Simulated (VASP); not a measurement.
Input of a VASP 6.6.1 run:

INCAR

```
PREC = Accurate
ENCUT = 520
EDIFF = 1E-6
ISMEAR = 0
SIGMA = 0.05
LREAL = False
LASPH = True
NELM = 80
ALGO = Normal
ISIF = 2
LWAVE = False
LCHARG = False
LDIPOL = True
IDIPOL = 3
DIPOL = 0.5 0.5 0.393
GGA = PE
IVDW = 12
NBANDS = 35
```

The input KPOINTS:

```
regular mesh
0
Gamma
  9 9 1
```

The input POSCAR:

```
WSe2
1.0
    3.2854926884      0.0000000000      0.0000000000
   -1.6427463442      2.8453201321      0.0000000000
    0.0000000000      0.0000000000     24.2386466672
Se W
4 2
Direct
    0.3333333333      0.6666666667      0.1856539295
    0.3333333333      0.6666666667      0.3246601777
    0.6666666667      1.3333333333      0.4612189569
    0.6666666667      1.3333333333      0.6002252051
    0.6666666667      0.3333333333      0.2551570536
    1.0000000000      1.0000000000      0.5307220810
```

Potentials or basis: VASP PAW PBE potentials, release 64 (Se, W_sv).

Command:

```console
$ cat potpaw_PBE.64/Se/POTCAR potpaw_PBE.64/W_sv/POTCAR > POTCAR
$ mpirun -np 1 vasp_std > vasp.out
```

(1) Predict the dispersion energy per atom.

(2) Predict the band gap on the k mesh.

## Answers

(1) -0.393 eV.

(2) 1.54 eV (least direct gap 1.63 eV).

Caveat: spin-orbit coupling is left out, which moves the levels of the heavy elements.
